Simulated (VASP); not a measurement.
Set up this calculation in VASP 6.6.1, as the native input.

* Task: single point
* Functional: r2SCAN
* Potentials or basis: VASP PAW PBE potentials, release 64 (S)
* Cutoff: 520 eV
* k mesh: 6 × 6 × 2
* Occupations: gaussian, width 0.1 eV
* Spin: no spin polarisation
* Dipole correction: no
* Further INCAR settings: ALGO = Normal; EDIFF = 1e-06; NBANDS = 20

Crystal: S.

```xyz
4
Lattice="4.0214 0.0000 0.0000 -2.0107 3.4826 0.0000 0.0000 0.0000 6.4321" Properties=species:S:1:pos:R:3 pbc="T T T"
S     0.0000    0.0000    1.6080
S     0.0000    0.0000    4.8241
S     0.0000    2.3217    4.8241
S     2.0107    1.1609    1.6080
```

This isn't the form of S at room conditions, which is orthorhombic, of S8 rings.

The input as run:

POSCAR

```
S
1.0
    4.0213571313      0.0000000000      0.0000000000
   -2.0106785657      3.4825974334      0.0000000000
    0.0000000000      0.0000000000      6.4321159115
S
4
Direct
    0.0000000000      0.0000000000      0.2500000000
    0.0000000000      0.0000000000      0.7500000000
    0.3333333333      0.6666666667      0.7500000000
    0.6666666667      0.3333333333      0.2500000000
```

INCAR.step1

```
SYSTEM = S
PREC = Accurate
ENCUT = 520
ISMEAR = 0
SIGMA = 0.1
LREAL = .False.
LASPH = .True.
NELM = 100
NBANDS = 20
GGA = PE
ALGO = Normal
EDIFF = 1E-4
LWAVE = .True.
LCHARG = .False.
```

INCAR.step2

```
SYSTEM = S
PREC = Accurate
ENCUT = 520
EDIFF = 1E-6
ISMEAR = 0
SIGMA = 0.1
LREAL = .False.
LASPH = .True.
NELM = 100
ALGO = Normal
ISIF = 2
LWAVE = .False.
LCHARG = .False.
METAGGA = R2SCAN
LMIXTAU = .True.
NBANDS = 20
ISTART = 1
```

KPOINTS

```
regular mesh
0
Gamma
  6 6 2
  0 0 0
```

Potentials or basis: VASP PAW PBE potentials, release 64 (S).

Run with:

```console
$ cat potpaw_PBE.64/S/POTCAR > POTCAR
$ cp INCAR.step1 INCAR
$ mpirun -np 1 vasp_std > vasp.out
$ cp INCAR.step2 INCAR
$ mpirun -np 1 vasp_std > vasp.out
```

Results of the run:

The pressure is -0.4 GPa and the band gap on the k mesh is zero (bands 12 and 13 overlap by 0.53 eV).

Caveat: the k points lie up to 0.49 Å⁻¹ apart, too coarse for converged energies and pressures of a metal; the PAW data sets were made with another functional, which shifts forces and pressure a little.

Wall time 68 s on 1 thread of Oxide Virtual Turin-like Processor, with other jobs on the host, peak memory 0.16 GiB.
